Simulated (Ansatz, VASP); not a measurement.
**AsPb in VASP and in Ansatz**

File INCAR:

```
SYSTEM = AsPb
PREC = Accurate
ENCUT = 600
EDIFF = 1E-7
ISMEAR = 0
SIGMA = 0.1
LREAL = .FALSE.
LASPH = .TRUE.
NELM = 100
ALGO = Normal
ISIF = 3
LWAVE = .FALSE.
LCHARG = .FALSE.
GGA = PE
IBRION = 2
NSW = 100
EDIFFG = -0.01
```

KPOINTS

```
Automatic mesh
0
G
  16 16 14
  0 0 0
```

POSCAR

```
AsPb
1.0
    3.5931535100      0.0000000000      0.0000000000
    0.0000000000      3.5931535100      0.0000000000
    0.0000000000      0.0000000000      4.1930416800
As Pb
1 1
Direct
    0.5000000000      0.5000000000      0.5000000000
    0.0000000000      0.0000000000      0.0000000000
```

Input for Ansatz:

```yaml
crystal:
  lattice:
    - [3.59315351, 0.0, 0.0]
    - [0.0, 3.59315351, 0.0]
    - [0.0, 0.0, 4.19304168]
  atoms:
    - { symbol: As, position: [0.5, 0.5, 0.5] }
    - { symbol: Pb, position: [0.0, 0.0, 0.0] }
basis:
  ecutwfc: 420
kpoints:
  mp_grid: { grid: [16, 16, 14] }
hamiltonian:
  xc: pbe
scf:
  occupations: { method: gaussian, width: 0.1 }
output:
  forces: true
  stress: true
  eigenvalues: true
relax:
  adjacent_minimum: "off"
  f_tol: 0.01
  max_steps: 80
  cell: { stress_tol: 0.05 }
```

Change from the starting cell: species swapped into the ZnNi type (P4/mmm, No. 123).

Alike in both runs: task relaxation of cell and atoms; functional PBE; k mesh 16 × 16 × 14; occupations gaussian, width 0.1 eV; no spin polarisation.

|  | VASP | Ansatz |
| --- | --- | --- |
| version | VASP 6.6.1 | Ansatz 0.2.0 |
| potentials or method | VASP PAW PBE potentials, release 64 (As, Pb_d), cutoff 600 eV | scalar-relativistic, plane waves, PAW |
| valence electrons in the cell | 19 | 29 |

Ansatz gave:

| Property | Result |
| --- | --- |
| gap on the k mesh at the Fermi level, each at its own relaxed structure (eV) | none |
| relaxed volume (Å³/atom) | 25.61 |
| relaxed cell length with the largest relative difference (Å) | 3.707 |

Question: Estimate VASP's values.

Answer: gap on the k mesh at the Fermi level, each at its own relaxed structure (eV): none; relaxed volume (Å³/atom): 26.05; relaxed cell length with the largest relative difference (Å): 3.263.

A gap of «none» marks a metal or a gap that the smearing closes. One of these differences is far larger than is usual between the two programs; its cause wasn't traced. VASP's potentials hold 19 valence electrons a cell and Ansatz's 29, so a difference there can come from the potentials and not from the codes.

Neither program's run includes spin-orbit coupling. Noted on VASP's run: too few bands were computed for a metal, which touches its energy and stress.
